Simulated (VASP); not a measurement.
# Cu: single point with PBEsol

Crystal: Cu.

```
Cu
1.0
     2.53076    0.00000    0.00000
    -1.26538    2.19171    0.00000
     0.00000    0.00000    8.26182
Cu
4
Cartesian
  0.0000 0.0000 0.0000
  0.0000 1.4611 2.0655
  0.0000 0.0000 4.1309
  1.2654 0.7306 6.1964
```

| Quantity | Value |
| --- | --- |
| Program | VASP 6.6.1 |
| Task | single point |
| Functional | PBEsol |
| Potentials or basis | VASP PAW PBE potentials, release 64 (Cu) |
| Cutoff | 520 eV |
| k mesh | 10 × 10 × 3 |
| Occupations | gaussian, width 0.1 eV |
| Spin | no spin polarisation |
| Dipole correction | no |
| Further INCAR settings | ALGO = Normal; EDIFF = 1e-07; NBANDS = 30 |

| Item | Value |
| --- | --- |
| Pressure | -1.1 GPa |
| Band gap on the k mesh | zero (band 22 reaches 10.85 eV, above the bottom of band 23 at 6.03 eV) |

Stress tensor (GPa, compression positive):
```
-0.70  0.00  0.00
 0.00 -0.70  0.00
 0.00  0.00 -1.84
```

Levels at points of the mesh, in eV from the Fermi level:
| k point | band 20 | band 21 | band 22 | band 23 | band 24 | band 25 | band 26 | band 27 |
| --- | --- | --- | --- | --- | --- | --- | --- | --- |
| (0.00, 0.00, 0.00) | -1.95 | -1.95 | -1.65 | -1.65 | -1.09 | 3.94 | 12.72 | 12.72 |
| (0.50, 0.00, 0.00) | -1.49 | -0.66 | 0.37 | 1.00 | 1.58 | 4.75 | 4.77 | 8.66 |

It took 28 s on 1 thread of Intel(R) Xeon(R) 6975P-C (Granite Rapids) (shared host), peak memory 0.17 GiB.

Caveat: the PAW data sets were made with another functional, which shifts forces and pressure a little.
